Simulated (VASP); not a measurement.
# SnTe (Fm-3m) in VASP: single point with HSE06

Aim: the single point of SnTe with HSE06.

All numbers are computed with VASP 6.6.1; they aren't measurements. Logs are shortened: lines on timing, memory, paths and dates and some standing lists are left out, and cuts for length are marked.

## (1) The cell of the first run

The structure is cubic, space group Fm-3m (No. 225). Conventional cell: a = 6.379 Å, b = 6.379 Å, c = 6.379 Å, α = 90.00°, β = 90.00°, γ = 90.00°. Sn (site symmetry m-3m) has 6 Te at 3.19 Å within 4.2 Å. Within 4.2 Å of Te (site symmetry m-3m) lie 6 Sn at 3.19 Å.

## (2) Single point, HSE06, non-collinear spin, zero start, spin-orbit coupling

POSCAR

```
SnTe
1.0
    0.0000000000      3.1893303349      3.1893303349
    3.1893303349      0.0000000000      3.1893303349
    3.1893303349      3.1893303349      0.0000000000
Sn Te
1 1
Direct
    0.0000000000      0.0000000000      0.0000000000
    0.5000000000      0.5000000000      0.5000000000
```

INCAR.step1

```
SYSTEM = SnTe
PREC     = Accurate       ! precision mode
ENCUT    = 520            ! plane-wave cutoff, eV
EDIFF    = 1E-5           ! SCF threshold, eV
ISMEAR   = -1             ! smearing method
SIGMA    = 0.02           ! smearing width, eV
LREAL    = .FALSE.        ! projectors in reciprocal space
LASPH    = .TRUE.         ! aspherical terms in the spheres
NELM     = 150            ! most SCF steps
ALGO     = Normal         ! electronic algorithm
ISIF     = 2              ! what is computed and relaxed
LWAVE    = .TRUE.         ! write WAVECAR
LCHARG   = .FALSE.        ! write CHGCAR
LNONCOLLINEAR= .TRUE.         ! non-collinear magnetism
MAGMOM   = 0 0 0 0 0 0    ! initial moments
LORBIT   = 11             ! projections on sites
LSORBIT  = .TRUE.         ! spin-orbit coupling
GGA_COMPAT= .FALSE.      
LORBMOM  = .TRUE.       
GGA      = PE             ! functional
NBANDS   = 32             ! bands
KPAR     = 4
```

INCAR.step2

```
SYSTEM = SnTe
PREC     = Accurate       ! precision mode
ENCUT    = 520            ! plane-wave cutoff, eV
EDIFF    = 1E-6           ! SCF threshold, eV
ISMEAR   = -1             ! smearing method
SIGMA    = 0.02           ! smearing width, eV
LREAL    = .FALSE.        ! projectors in reciprocal space
LASPH    = .TRUE.         ! aspherical terms in the spheres
NELM     = 150            ! most SCF steps
ALGO     = Normal         ! electronic algorithm
ISIF     = 2              ! what is computed and relaxed
LWAVE    = .FALSE.        ! write WAVECAR
LCHARG   = .FALSE.        ! write CHGCAR
LNONCOLLINEAR= .TRUE.         ! non-collinear magnetism
MAGMOM   = 0 0 0 0 0 0    ! initial moments
LORBIT   = 11             ! projections on sites
LSORBIT  = .TRUE.         ! spin-orbit coupling
GGA_COMPAT= .FALSE.      
LORBMOM  = .TRUE.       
GGA      = PE             ! functional
LHFCALC  = .TRUE.         ! exact exchange
HFSCREEN = 0.2079         ! screening, 1/A
PRECFOCK = Normal       
ISTART   = 1            
NBANDS   = 32             ! bands
KPAR     = 4
```

KPOINTS

```
regular mesh
0
G
  4 4 4
  0 0 0
```

Potentials or basis: VASP PAW PBE potentials, release 64 (Sn_d, Te).

Launch:

```
$ cat potpaw_PBE.64/Sn_d/POTCAR potpaw_PBE.64/Te/POTCAR > POTCAR
$ cp INCAR.step1 INCAR
$ mpirun -np 4 vasp_ncl > vasp.out
$ cp INCAR.step2 INCAR
$ mpirun -np 4 vasp_ncl > vasp.out
```

OUTCAR:

```text
SYSTEM = SnTe
   PREC = Accurate
   ENCUT = 520
   EDIFF = 1E-6
   ISMEAR = -1
   LREAL = .FALSE.
   LASPH = .TRUE.
   NELM = 150
   ISIF = 2
   LNONCOLLINEAR = .TRUE.
   LORBIT = 11
   LSORBIT = .TRUE.
   GGA = PE
   LHFCALC = .TRUE.
   HFSCREEN = 0.2079
   PRECFOCK = Normal
   ISTART = 1

 ion  position               nearest neighbor table
   1  0.000  0.000  0.000-   2 3.19   2 3.19   2 3.19   2 3.19   2 3.19   2 3.19
   2  0.500  0.500  0.500-   1 3.19   1 3.19   1 3.19   1 3.19   1 3.19   1 3.19

  LATTYP: Found a face centered cubic cell.
 ALAT       =     6.3786606698

  Lattice vectors:

 A1 = (   0.0000000000,   3.1893303349,   3.1893303349)
 A2 = (   3.1893303349,   0.0000000000,   3.1893303349)
 A3 = (   3.1893303349,   3.1893303349,   0.0000000000)

Analysis of symmetry for initial positions (statically):
=====================================================================
 Subroutine PRICEL returns:
 Original cell was already a primitive cell.

 Routine SETGRP: Setting up the symmetry group for a
 face centered cubic supercell.

 Subroutine GETGRP returns: Found 48 space group operations
 (whereof 48 operations were pure point group operations)
 out of a pool of 48 trial point group operations.

The static configuration has the point symmetry O_h .

Analysis of symmetry for dynamics (positions and initial velocities):
=====================================================================
 Subroutine PRICEL returns:
 Original cell was already a primitive cell.

 Routine SETGRP: Setting up the symmetry group for a
 face centered cubic supercell.

 Subroutine GETGRP returns: Found 48 space group operations
 (whereof 48 operations were pure point group operations)
 out of a pool of 48 trial point group operations.

The dynamic configuration has the point symmetry O_h .

Analysis of structural, dynamic, and magnetic symmetry:
=====================================================================
 Subroutine PRICEL returns:
 Original cell was already a primitive cell.

 Routine SETGRP: Setting up the symmetry group for a
 face centered cubic supercell.

 Subroutine GETGRP returns: Found 48 space group operations
 (whereof 48 operations were pure point group operations)
 out of a pool of 48 trial point group operations.

The overall configuration has the point symmetry O_h .

 Subroutine INISYM returns: Found 48 space group operations
 (whereof 48 operations are pure point group operations),
 and found     1 'primitive' translations

----------------------------------------------------------------------------------------

                                     Primitive cell

  volume of cell :      64.8826

  direct lattice vectors                    reciprocal lattice vectors
     0.000000000  3.189330335  3.189330335    -0.156772723  0.156772723  0.156772723
     3.189330335  0.000000000  3.189330335     0.156772723 -0.156772723  0.156772723
     3.189330335  3.189330335  0.000000000     0.156772723  0.156772723 -0.156772723

  length of vectors
     4.510394215  4.510394215  4.510394215     0.271538321  0.271538321  0.271538321

  position of ions in fractional coordinates (direct lattice)
     0.000000000  0.000000000  0.000000000
     0.500000000  0.500000000  0.500000000

  ion indices of the primitive-cell ions
   primitive index   ion index
                 1           1
                 2           2

----------------------------------------------------------------------------------------

 KPOINTS: regular mesh

Automatic generation of k-mesh.
 Grid dimensions read from file:
 generate k-points for:    4    4    4

 Generating k-lattice:

  Cartesian coordinates                     Fractional coordinates (reciprocal lattice)
    -0.039193181  0.039193181  0.039193181     0.250000000  0.000000000  0.000000000
     0.039193181 -0.039193181  0.039193181     0.000000000  0.250000000  0.000000000
     0.039193181  0.039193181 -0.039193181     0.000000000  0.000000000  0.250000000

  Length of vectors
     0.067884580  0.067884580  0.067884580

  Shift w.r.t. Gamma in fractional coordinates (k-lattice)
     0.000000000  0.000000000  0.000000000
[... 70 lines left out ...]
   IVDW    =     0    specifies the selected vdW correction
   LEPSILON=     F    determine dielectric tensor
   LRPA    =     F    only Hartree local field effects (RPA)
  energy-cutoff  :      520.00
  volume of cell :       64.88
 maximum number of plane-waves:      3614
 NGX is ok and might be reduce to    36
  NGX = 28; NGY = 28; NGZ = 28

 number of electron      20.0000002 magnetization       0.0000000      0.0000000     -0.0000004

 number of electron      20.0000002 magnetization      -0.0000000      0.0000000     -0.0000001

 number of electron      20.0000002 magnetization      -0.0000000     -0.0000000     -0.0000000

 Free energy of the ion-electron system (eV)
  ---------------------------------------------------
  ext. energy  EPLUGINS =         0.00000000
  ---------------------------------------------------
  free energy    TOTEN  =        -9.15147154 eV

  energy without entropy =       -9.14915262  energy(sigma->0) =       -9.15031208

 E-fermi :   6.4442     XC(G=0):  -7.8053

 val. band max:        6.4131801502   @ k =   0.5000   0.0000   0.0000
 cond. band min:       6.4751937782   @ k =   0.5000   0.0000   0.0000
 fundamental gap:      0.0620136280
 Fermi energy:         6.4441869743

 k-point     1 :       0.0000    0.0000    0.0000
  band No.  band energies     occupation
      1     -18.5359      1.00000
      2     -18.5359      1.00000
      3     -18.5359      1.00000
      4     -18.5359      1.00000
      5     -17.4734      1.00000
      6     -17.4734      1.00000
[... 269 lines left out ...]
     31      17.2146      0.00000
     32      17.2146      0.00000

------------------------ aborting loop because EDIFF is reached ----------------------------------------

  FORCE on cell =-STRESS in cart. coord.  units (eV):
  Direction    XX          YY          ZZ          XY          YZ          ZX
  --------------------------------------------------------------------------------------
  -------------------------------------------------------------------------------------
  Total       -0.5611092     -0.5611092     -0.5611092      0.0000000      0.0000000     -0.0000000
  in kB      -13.8557326    -13.8557326    -13.8557326      0.0000000      0.0000000     -0.0000000
  external PRESSURE =     -13.8557326 kB  Pullay stress =       0.0000000 kB

 VOLUME and BASIS-vectors are now :
 -----------------------------------------------------------------------------
  energy-cutoff  :      520.00
  volume of cell :       64.88
      direct lattice vectors                 reciprocal lattice vectors
     0.000000000  3.189330335  3.189330335    -0.156772723  0.156772723  0.156772723
     3.189330335  0.000000000  3.189330335     0.156772723 -0.156772723  0.156772723
     3.189330335  3.189330335  0.000000000     0.156772723  0.156772723 -0.156772723

 POSITION                                       TOTAL-FORCE (eV/Angst)
 -----------------------------------------------------------------------------------
      0.00000      0.00000      0.00000        -0.000000      0.000000      0.000000
      3.18933      3.18933      3.18933         0.000000     -0.000000     -0.000000
 -----------------------------------------------------------------------------------
    total drift:                                0.000000      0.000001      0.000001

  FREE ENERGIE OF THE ION-ELECTRON SYSTEM (eV)
  ---------------------------------------------------
  free  energy   TOTEN  =        -9.1514715359 eV

  energy  without entropy=       -9.1491526186  energy(sigma->0) =       -9.15031208

 orbital moment (x)

 # of ion     p       d       tot
 ----------------------------------------
  1        -0.000   0.000  -0.000
  2        -0.000   0.000  -0.000
 ----------------------------------------
           -0.000   0.000  -0.000

 orbital moment (y)

 # of ion     p       d       tot
 ----------------------------------------
  1        -0.000   0.000  -0.000
  2        -0.000   0.000  -0.000
 ----------------------------------------
           -0.000   0.000  -0.000

 orbital moment (z)

 # of ion     p       d       tot
 ----------------------------------------
  1        -0.000   0.000  -0.000
  2        -0.000   0.000  -0.000
 ----------------------------------------
           -0.000   0.000  -0.000

 Spin-Orbit-Coupling matrix elements

 Ion:    1  E_soc:     -0.1003800
 l=   1
     0.0000000    -0.0109358    -0.0109358
    -0.0109358     0.0000000    -0.0109358
    -0.0109358    -0.0109358     0.0000000
 l=   2
     0.0000000    -0.0011505     0.0000000    -0.0011505    -0.0046437
    -0.0011505     0.0000000    -0.0034828    -0.0011505    -0.0011609
     0.0000000    -0.0034828     0.0000000    -0.0034828     0.0000000
    -0.0011505    -0.0011505    -0.0034828     0.0000000    -0.0011609
    -0.0046437    -0.0011609     0.0000000    -0.0011609     0.0000000
 l=   3
     0.0000000     0.0000000     0.0000000     0.0000000     0.0000000     0.0000000     0.0000000
     0.0000000     0.0000000     0.0000000     0.0000000     0.0000000     0.0000000     0.0000000
     0.0000000     0.0000000     0.0000000     0.0000000     0.0000000     0.0000000     0.0000000
     0.0000000     0.0000000     0.0000000     0.0000000     0.0000000     0.0000000     0.0000000
     0.0000000     0.0000000     0.0000000     0.0000000     0.0000000     0.0000000     0.0000000
     0.0000000     0.0000000     0.0000000     0.0000000     0.0000000     0.0000000     0.0000000
     0.0000000     0.0000000     0.0000000     0.0000000     0.0000000     0.0000000     0.0000000

 Ion:    2  E_soc:     -0.1907280
 l=   1
     0.0000000    -0.0318319    -0.0318319
    -0.0318319     0.0000000    -0.0318319
    -0.0318319    -0.0318319     0.0000000
 l=   2
     0.0000000    -0.0000261     0.0000000    -0.0000261     0.0000700
    -0.0000261     0.0000000     0.0000525    -0.0000261     0.0000175
     0.0000000     0.0000525     0.0000000     0.0000525     0.0000000
    -0.0000261    -0.0000261     0.0000525     0.0000000     0.0000175
     0.0000700     0.0000175     0.0000000     0.0000175     0.0000000
 l=   3
     0.0000000     0.0000000     0.0000000     0.0000000     0.0000000     0.0000000     0.0000000
     0.0000000     0.0000000     0.0000000     0.0000000     0.0000000     0.0000000     0.0000000
     0.0000000     0.0000000     0.0000000     0.0000000     0.0000000     0.0000000     0.0000000
     0.0000000     0.0000000     0.0000000     0.0000000     0.0000000     0.0000000     0.0000000
     0.0000000     0.0000000     0.0000000     0.0000000     0.0000000     0.0000000     0.0000000
     0.0000000     0.0000000     0.0000000     0.0000000     0.0000000     0.0000000     0.0000000
     0.0000000     0.0000000     0.0000000     0.0000000     0.0000000     0.0000000     0.0000000

 total charge

# of ion       s       p       d       tot
------------------------------------------
    1        1.386   0.705   9.983  12.073
    2        1.355   2.078   0.027   3.459
--------------------------------------------------
tot          2.741   2.783  10.009  15.533

 magnetization (x)

# of ion       s       p       d       tot
------------------------------------------
    1        0.000   0.000   0.000   0.000
    2       -0.000  -0.000   0.000  -0.000
--------------------------------------------------
tot         -0.000  -0.000   0.000  -0.000

 magnetization (y)

# of ion       s       p       d       tot
------------------------------------------
    1        0.000   0.000   0.000   0.000
    2       -0.000  -0.000   0.000  -0.000
--------------------------------------------------
tot         -0.000  -0.000   0.000  -0.000

 magnetization (z)

# of ion       s       p       d       tot
------------------------------------------
    1       -0.000  -0.000   0.000  -0.000
    2       -0.000  -0.000  -0.000  -0.000
--------------------------------------------------
tot         -0.000  -0.000   0.000  -0.000
```

Run time: 21 min. Hardware: 4 MPI ranks of Intel Xeon Platinum 8488C (Sapphire Rapids), shared host; peak memory 0.51 GiB.

What came out:

```
Free energy                                           : -9.1515 eV
Pressure                                              : -1.4 GPa
Net moment                                            : 0.00 μB per cell
Valence electrons inside the program's atomic spheres : Sn 12.07; Te 3.46
```

Moments on the atoms (μB; x, y, z):
```
Sn  0.00 0.00 0.00
Te  0.00 0.00 0.00
```

Caveat: the k points lie up to 0.43 Å⁻¹ apart; the PAW data sets were made with another functional, which shifts forces and pressure a little.
